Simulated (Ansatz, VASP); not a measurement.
## Cd in VASP and in Ansatz

```
Cd
1.0
    -1.76054    1.76054    1.76054
     1.76054   -1.76054    1.76054
     1.76054    1.76054   -1.76054
Cd
1
Direct
  0.00000 0.00000 0.00000
```

Alike in both runs: functional r2SCAN; k mesh 8 × 8 × 8; occupations gaussian, width 0.1 eV; no spin polarisation.

Ansatz relaxed the structure, and its values are those at the end. VASP's run is a single point on that final structure, the one shown.

|  | VASP | Ansatz |
| --- | --- | --- |
| version | VASP 6.6.1 | Ansatz 0.2.0 |
| potentials or method | VASP PAW PBE potentials, release 64 (Cd), cutoff 520 eV | scalar-relativistic, plane waves, PAW |
| valence electrons in the cell | 12 | 20 |

|  | VASP | Ansatz | Ansatz less VASP |
| --- | --- | --- | --- |
| gap on the k mesh at the Fermi level (eV) | none | none | - |
| pressure (GPa) | 0.3 | 0.0 | -0.30 |

VASP's potentials were made for PBE, not for r2SCAN. A gap of «none» marks a metal or a gap that the smearing closes. VASP's potentials hold 12 valence electrons a cell and Ansatz's 20, so a difference there can come from the potentials and not from the codes.
